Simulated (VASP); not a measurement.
# ZrB2 in VASP: a series of runs

ZrB2 is run at these levels: PBE-based screened hybrid with 35 % exact exchange, r2SCAN+U, PBE; tasks: single point.

Program: VASP 6.6.1. These are calculated values, not measurements. Logs are shortened: lines on timing, memory, paths and dates and some standing lists are left out, and cuts for length are marked.

## Step 1: The cell of the first run

Symmetry: P6/mmm, No. 191, hexagonal system. The conventional cell has a = 3.170 Å, b = 3.170 Å, c = 3.533 Å, α = 90.00°, β = 90.00°, γ = 120.00°. Within 3.6 Å of Zr (site symmetry 6/mmm) lie 12 B at 2.54 Å and 8 Zr at 3.17 to 3.53 Å. Within 2.4 Å of B (site symmetry -6m2) lie 3 B at 1.83 Å.

## Step 2: Single point, PBE-based screened hybrid with 35 % exact exchange

File POSCAR:

```
ZrB2
1.0
    3.1700000000      0.0000000000      0.0000000000
   -1.5850000000      2.7453005300      0.0000000000
    0.0000000000      0.0000000000      3.5330000000
Zr B
1 2
Direct
    0.0000000000      0.0000000000      0.0000000000
    0.6666666667      0.3333333333      0.5000000000
    0.3333333333      0.6666666667      0.5000000000
```

File INCAR.step1:

```
PREC     = Accurate       # precision mode
ENCUT    = 520            # plane-wave cutoff, eV
EDIFF    = 1E-5           # SCF threshold, eV
ISMEAR   = -1             # smearing method
SIGMA    = 0.05           # smearing width, eV
LREAL    = False          # projectors in reciprocal space
LASPH    = True           # aspherical terms in the spheres
NELM     = 100            # most SCF steps
ALGO     = Normal         # electronic algorithm
ISIF     = 2              # what is computed and relaxed
LWAVE    = True           # write WAVECAR
LCHARG   = False          # write CHGCAR
NBANDS   = 16             # bands
GGA      = PE             # functional
```

File INCAR.step2:

```
PREC     = Accurate       # precision mode
ENCUT    = 520            # plane-wave cutoff, eV
EDIFF    = 1E-6           # SCF threshold, eV
ISMEAR   = -1             # smearing method
SIGMA    = 0.05           # smearing width, eV
LREAL    = False          # projectors in reciprocal space
LASPH    = True           # aspherical terms in the spheres
NELM     = 100            # most SCF steps
ALGO     = Normal         # electronic algorithm
ISIF     = 2              # what is computed and relaxed
LWAVE    = False          # write WAVECAR
LCHARG   = False          # write CHGCAR
GGA      = PE             # functional
LHFCALC  = True           # exact exchange
AEXX     = 0.35           # exact-exchange fraction
HFSCREEN = 0.2078699      # screening, 1/A
PRECFOCK = Normal       
NBANDS   = 16             # bands
ISTART   = 1
```

File KPOINTS:

```
Automatic mesh
0
Gamma
  6 6 4
```

Potentials or basis: VASP PAW PBE potentials, release 64 (Zr_sv, B).

On the command line:

```
$ cat potpaw_PBE.64/Zr_sv/POTCAR potpaw_PBE.64/B/POTCAR > POTCAR
$ cp INCAR.step1 INCAR
$ mpirun -np 1 vasp_std > vasp.out
$ cp INCAR.step2 INCAR
$ mpirun -np 1 vasp_std > vasp.out
```

OUTCAR:

```text
PREC = Accurate
   ENCUT = 520
   EDIFF = 1E-6
   ISMEAR = -1
   LREAL = False
   LASPH = True
   NELM = 100
   ISIF = 2
   GGA = PE
   LHFCALC = True
   AEXX = 0.35
   HFSCREEN = 0.2078699
   PRECFOCK = Normal
   ISTART = 1

 ion  position               nearest neighbor table
   1  0.000  0.000  0.000-   2 2.54   3 2.54   2 2.54   3 2.54   2 2.54   2 2.54   3 2.54   3 2.54
                             2 2.54   2 2.54   3 2.54   3 2.54
   2  0.667  0.333  0.500-   3 1.83   3 1.83   3 1.83   1 2.54   1 2.54   1 2.54   1 2.54   1 2.54
                             1 2.54
   3  0.333  0.667  0.500-   2 1.83   2 1.83   2 1.83   1 2.54   1 2.54   1 2.54   1 2.54   1 2.54
                             1 2.54

  LATTYP: Found a hexagonal cell.
 ALAT       =     3.1700000000
 C/A-ratio  =     1.1145110410

  Lattice vectors:

 A1 = (   3.1700000000,   0.0000000000,   0.0000000000)
 A2 = (  -1.5850000000,   2.7453005300,   0.0000000000)
 A3 = (   0.0000000000,   0.0000000000,   3.5330000000)

Analysis of symmetry for initial positions (statically):
=====================================================================
 Subroutine PRICEL returns:
 Original cell was already a primitive cell.

 Routine SETGRP: Setting up the symmetry group for a
 hexagonal supercell.

 Subroutine GETGRP returns: Found 24 space group operations
 (whereof 24 operations were pure point group operations)
 out of a pool of 24 trial point group operations.

The static configuration has the point symmetry D_6h.

Analysis of symmetry for dynamics (positions and initial velocities):
=====================================================================
 Subroutine PRICEL returns:
 Original cell was already a primitive cell.

 Routine SETGRP: Setting up the symmetry group for a
 hexagonal supercell.

 Subroutine GETGRP returns: Found 24 space group operations
 (whereof 24 operations were pure point group operations)
 out of a pool of 24 trial point group operations.

The dynamic configuration has the point symmetry D_6h.

 Subroutine INISYM returns: Found 24 space group operations
 (whereof 24 operations are pure point group operations),
 and found     1 'primitive' translations

----------------------------------------------------------------------------------------

                                     Primitive cell

  volume of cell :      30.7463

  direct lattice vectors                    reciprocal lattice vectors
     3.170000000  0.000000000  0.000000000     0.315457413  0.182129422  0.000000000
    -1.585000000  2.745300530  0.000000000     0.000000000  0.364258845  0.000000000
     0.000000000  0.000000000  3.533000000     0.000000000  0.000000000  0.283045570

  length of vectors
     3.170000000  3.170000000  3.533000000     0.364258845  0.364258845  0.283045570

  position of ions in fractional coordinates (direct lattice)
     0.000000000  0.000000000  0.000000000
     0.666666667  0.333333333  0.500000000
     0.333333333  0.666666667  0.500000000

  ion indices of the primitive-cell ions
   primitive index   ion index
                 1           1
                 2           2
                 3           3

----------------------------------------------------------------------------------------

 KPOINTS: Automatic mesh

Automatic generation of k-mesh.
 Grid dimensions read from file:
 generate k-points for:    6    6    4

 Generating k-lattice:

  Cartesian coordinates                     Fractional coordinates (reciprocal lattice)
     0.052576236  0.030354904  0.000000000     0.166666667  0.000000000  0.000000000
     0.000000000  0.060709807  0.000000000     0.000000000  0.166666667  0.000000000
     0.000000000  0.000000000  0.070761393     0.000000000  0.000000000  0.250000000

  Length of vectors
     0.060709807  0.060709807  0.070761393

  Shift w.r.t. Gamma in fractional coordinates (k-lattice)
     0.000000000  0.000000000  0.000000000

 Subroutine IBZKPT returns following result:
 ===========================================

 Found     21 irreducible k-points:

 Following reciprocal coordinates:
            Coordinates               Weight
  0.000000  0.000000  0.000000      1.000000
  0.166667  0.000000  0.000000      6.000000
  0.333333 -0.000000  0.000000      6.000000
  0.500000  0.000000  0.000000      3.000000
  0.166667  0.166667  0.000000      6.000000
  0.333333  0.166667  0.000000     12.000000
[... 13 lines left out ...]
  0.333333  0.166667  0.500000     12.000000
  0.333333  0.333333  0.500000      2.000000
   k-points           NKPTS =     21   k-points in BZ     NKDIM =    144   number of bands    NBANDS=     16
   number of dos      NEDOS =    301   number of ions     NIONS =      3
   total plane-waves  NPLWV =  16128
   dimension x,y,z NGX =    24 NGY =   24 NGZ =   28
   dimension x,y,z NGXF=    48 NGYF=   48 NGZF=   56
   ions per type =               1   2
   NGX,Y,Z   is equivalent  to a cutoff of  12.59, 12.59, 13.18 a.u.
   NGXF,Y,Z  is equivalent  to a cutoff of  25.17, 25.17, 26.35 a.u.
 SYSTEM =  unknown system
   PREC   = accura    normal or accurate (medium, high low for compatibility)
   ISTART =      1    job   : 0-new  1-cont  2-samecut
   ICHARG =      0    charge: 1-file 2-atom 10-const
   ISPIN  =      1    spin polarized calculation?
   LNONCOLLINEAR =      F non collinear calculations
   LSORBIT =      F    spin-orbit coupling
   LASPH  =      T    aspherical Exc in radial PAW
   ENCUT  =  520.0 eV  38.22 Ry    6.18 a.u.   5.89  5.89  6.57*2*pi/ulx,y,z
   NELM   =    100;   NELMIN=  2; NELMDL=  0     # of ELM steps
   EDIFF  = 0.1E-05   stopping-criterion for ELM
   LREAL  =      F    real-space projection
   EDIFFG = 0.1E-04   stopping-criterion for IOM
   NSW    =      0    number of steps for IOM
   IBRION =     -1    ionic relax: 0-MD 1-quasi-New 2-CG
   NFREE  =      0    steps in history (QN), initial steepest desc. (CG)
   ISIF   =      2    stress and relaxation
   ISYM   =      3    0-nonsym 1-usesym 2-fastsym
   POTIM  = 0.5000    time-step for ionic-motion
   TEBEG  =    0.0;   TEEND  =   0.0 temperature during run
   PSTRESS=    0.0 pullay stress
   NELECT =      18.0000    total number of electrons
   NUPDOWN=      -1.0000    fix difference up-down
   EMIN   =  10.00;   EMAX   =-10.00  energy-range for DOS
   EFERMI =   0.00;   METHOD = LEGACY
   ISMEAR =    -1;   SIGMA  =   0.05  broadening in eV -4-tet -1-fermi 0-gaus
   EFERMI_NEDOS =   21; number of points for ismear=-14 and -15
   IALGO  =     38    algorithm
   IMIX   =      1    mixing-type and parameters
     AMIX     =   0.40;   BMIX     =  1.00
     AMIX_MAG =   1.60;   BMIX_MAG =  1.00
  volume/ion in A,a.u.               =      10.25        69.16
  Fermi-wavevector in a.u.,A,eV,Ry     =   1.369519  2.588016 25.518847  1.875582
  Thomas-Fermi vector in A             =   2.495387
   LORBIT       =      0    0 simple, 1 ext, 2 COOP (PROOUT), +10 PAW based schemes
   GGA     = PE    functional components
   LHFCALC =     T    Hartree Fock is set to
   PRECFOCK=normal    Normal, Fast or Accurate (Low or Medium for compatibility)
   ENCUT4O =  -1.0   cutoff for four orbital integrals eV
   NKREDX  =     1    reduce k-point grid by
   NKREDY  =     1    reduce k-point grid by
   NKREDZ  =     1    reduce k-point grid by
   AEXX    =    0.3500 exact exchange contribution
   HFSCREEN=    0.2079 screening length (either q_TF or 0.3 A-1)
   HFSCREENC=   0.2079 screening length for correlation (either q_TF or 0.3 A-1)
   ENCUTFOCK=  -1.0 apply spherical cutoff to Coloumb kernel
   IVDW    =     0    specifies the selected vdW correction
   LEPSILON=     F    determine dielectric tensor
   LRPA    =     F    only Hartree local field effects (RPA)
 non-spin polarized calculation
  energy-cutoff  :      520.00
  volume of cell :       30.75
 maximum number of plane-waves:       840
 NGX is ok and might be reduce to    24
  NGX = 18; NGY = 18; NGZ = 20

 number of electron      18.0000000 magnetization

 Free energy of the ion-electron system (eV)
  ---------------------------------------------------
  ext. energy  EPLUGINS =         0.00000000
  ---------------------------------------------------
  free energy    TOTEN  =       -29.14714509 eV

  energy without entropy =      -29.14245063  energy(sigma->0) =      -29.14479786

 E-fermi :  10.3215     XC(G=0):  -9.2601

 val. band max:        9.8325947917   @ k =   0.3333   0.1667   0.0000
 cond. band min:      10.3764099594   @ k =   0.3333   0.1667   0.0000
 fundamental gap:      0.5438151677
 Fermi energy:        10.3214996147

 k-point     1 :       0.0000    0.0000    0.0000
  band No.  band energies     occupation
      1     -43.1988      2.00000
      2     -19.4854      2.00000
      3     -18.8440      2.00000
      4     -18.8440      2.00000
      5      -4.7482      2.00000
      6       7.2223      2.00000
[... 8 lines left out ...]
     15      16.5106      0.00000
     16      16.5106      0.00000

 k-point     2 :       0.1667    0.0000    0.0000
  band No.  band energies     occupation
      1     -43.1651      2.00000
      2     -19.4298      2.00000
      3     -19.1419      2.00000
      4     -18.9073      2.00000
      5      -4.1170      2.00000
      6       5.5477      2.00000
[... 8 lines left out ...]
     15      18.4800      0.00000
     16      18.6052      0.00000

 k-point     3 :       0.3333   -0.0000    0.0000
  band No.  band energies     occupation
      1     -43.0971      2.00000
      2     -19.6953      2.00000
      3     -19.3178      2.00000
      4     -19.0302      2.00000
      5      -2.4507      2.00000
      6       2.6744      2.00000
[... 8 lines left out ...]
     15      20.2589      0.00000
     16      21.8943      0.00000
[... 305 lines left out ...]
 k-point    20 :       0.3333    0.1667    0.5000
  band No.  band energies     occupation
      1     -43.0403      2.00000
      2     -19.7440      2.00000
      3     -19.6299      2.00000
      4     -19.1890      2.00000
      5      -1.2861      2.00000
      6       1.7623      2.00000
[... 8 lines left out ...]
     15      19.6980      0.00000
     16      20.4481      0.00000

 k-point    21 :       0.3333    0.3333    0.5000
  band No.  band energies     occupation
      1     -43.0229      2.00000
      2     -19.5900      2.00000
      3     -19.5526      2.00000
      4     -19.5526      2.00000
      5      -0.0386      2.00000
      6      -0.0386      2.00000
[... 8 lines left out ...]
     15      18.3174      0.00000
     16      21.2992      0.00000

------------------------ aborting loop because EDIFF is reached ----------------------------------------

  FORCE on cell =-STRESS in cart. coord.  units (eV):
  Direction    XX          YY          ZZ          XY          YZ          ZX
  --------------------------------------------------------------------------------------
  -------------------------------------------------------------------------------------
  Total       -0.4598038     -0.4598038     -0.9149372      0.0000000      0.0000000      0.0000000
  in kB      -23.9601925    -23.9601925    -47.6770170      0.0000000      0.0000000      0.0000000
  external PRESSURE =     -31.8658006 kB  Pullay stress =       0.0000000 kB

 VOLUME and BASIS-vectors are now :
 -----------------------------------------------------------------------------
  energy-cutoff  :      520.00
  volume of cell :       30.75
      direct lattice vectors                 reciprocal lattice vectors
     3.170000000  0.000000000  0.000000000     0.315457413  0.182129422  0.000000000
    -1.585000000  2.745300530  0.000000000     0.000000000  0.364258845  0.000000000
     0.000000000  0.000000000  3.533000000     0.000000000  0.000000000  0.283045570

 POSITION                                       TOTAL-FORCE (eV/Angst)
 -----------------------------------------------------------------------------------
      0.00000      0.00000      0.00000        -0.000000      0.000000      0.000000
      1.58500      0.91510      1.76650         0.000000      0.000000      0.000000
     -0.00000      1.83020      1.76650         0.000000     -0.000000      0.000000
 -----------------------------------------------------------------------------------
    total drift:                               -0.000000      0.000000      0.000000

  FREE ENERGIE OF THE ION-ELECTRON SYSTEM (eV)
  ---------------------------------------------------
  free  energy   TOTEN  =       -29.1471450941 eV

  energy  without entropy=      -29.1424506300  energy(sigma->0) =      -29.14479786
```

It took 38 min on 1 thread of AMD EPYC 7R43 (Zen 3), shared host; peak memory 0.22 GiB.

What came out:

```
Free energy            : -29.1471 eV
Pressure               : -3.2 GPa
Band gap on the k mesh : zero (bands 9 and 10 overlap by 0.91 eV)
```

Caveat: the k points lie up to 0.44 Å⁻¹ apart, too coarse for converged energies and pressures of a metal; the PAW data sets were made with another functional, which shifts forces and pressure a little.

## Step 3: Single point, r2SCAN+U

This run uses another cell than the first one, of 10.45 Å³/atom.

File POSCAR:

```
ZrB2
1.0
    3.1722978026      0.0000000000      0.0000000000
   -1.5861489013      2.7472904854      0.0000000000
    0.0000000000      0.0000000000      3.5987115471
Zr B
1 2
Direct
    0.0000000000      0.0000000000      0.0000000000
    0.6666666667      0.3333333333      0.5000000000
    0.3333333333      0.6666666667      0.5000000000
```

File INCAR.step1:

```
PREC = Accurate
ENCUT = 910
ISMEAR = -1
SIGMA = 0.05
LREAL = False
LASPH = True
NELM = 200
LMAXMIX = 4
LDAU = True
LDAUTYPE = 2
LDAUL = 2 -1
LDAUU = 4 0
LDAUJ = 0 0
NBANDS = 16
GGA = PE
ALGO = Normal
EDIFF = 1E-5
LWAVE = True
LCHARG = False
GGA_COMPAT = False
```

File INCAR.step2:

```
PREC = Accurate
ENCUT = 910
EDIFF = 1E-6
ISMEAR = -1
SIGMA = 0.05
LREAL = False
LASPH = True
NELM = 200
ALGO = Normal
ISIF = 2
LWAVE = False
LCHARG = False
LMAXMIX = 4
LDAU = True
LDAUTYPE = 2
LDAUL = 2 -1
LDAUU = 4 0
LDAUJ = 0 0
LDAUPRINT = 1
METAGGA = R2SCAN
LMIXTAU = True
NBANDS = 16
ISTART = 1
GGA_COMPAT = False
```

File KPOINTS:

```
Automatic mesh
0
Gamma
  10 10 8
```

Potentials or basis: VASP PAW PBE potentials, release 64 (Zr_sv, B_h).

On the command line:

```
$ cat potpaw_PBE.64/Zr_sv/POTCAR potpaw_PBE.64/B_h/POTCAR > POTCAR
$ cp INCAR.step1 INCAR
$ mpirun -np 1 vasp_std > vasp.out
$ cp INCAR.step2 INCAR
$ mpirun -np 1 vasp_std > vasp.out
```

Wall time 2.8 min (1 thread of Intel Xeon Platinum 8259CL at 2.50GHz (Skylake/Cascade Lake), shared host); peak memory 0.25 GiB.

It converged, with:

```yaml
Free_energy: -37.8868 eV
Pressure: 5.2 GPa
Band_gap_on_the_k_mesh: zero (bands 9 and 10 overlap by 1.17 eV)
```

Stress tensor (GPa, compression positive):
```
5.58 0.00 0.00
0.00 5.58 0.00
0.00 0.00 4.55
```

Levels at points of the mesh, in eV from the Fermi level:
```tsv
k point	band 5	band 6	band 7	band 8	band 9	band 10	band 11	band 12	band 13	band 14
(0.00, 0.00, 0.00)	-13.89	-3.13	-2.68	-2.68	-2.68	3.99	3.99	4.33	4.33	4.68
(0.50, 0.00, 0.00)	-9.69	-9.53	-4.16	-3.50	-2.64	1.85	2.76	5.33	5.49	5.95
(0.00, 0.00, 0.50)	-11.96	-7.82	-1.19	-1.19	0.72	0.72	1.07	1.07	1.96	5.02
(0.50, 0.00, 0.50)	-10.69	-7.88	-4.81	-4.42	-2.75	3.84	4.03	5.85	6.43	6.88
```

Eigenvalues of the final occupation matrices:
| site | spin | trace | eigenvalues |
| --- | --- | --- | --- |
| site 1 d | 1 | 0.78 | 0.14 0.15 0.15 0.17 0.17 |
| site 1 d | 2 | 0.78 | 0.14 0.15 0.15 0.17 0.17 |

Caveat: the cell stands under pressure; the PAW data sets were made with another functional, which shifts forces and pressure a little; U without spin polarisation on a metal has little footing; the U is typed as a test and isn't derived for this compound.

(Part 1 of 2 ends here.)
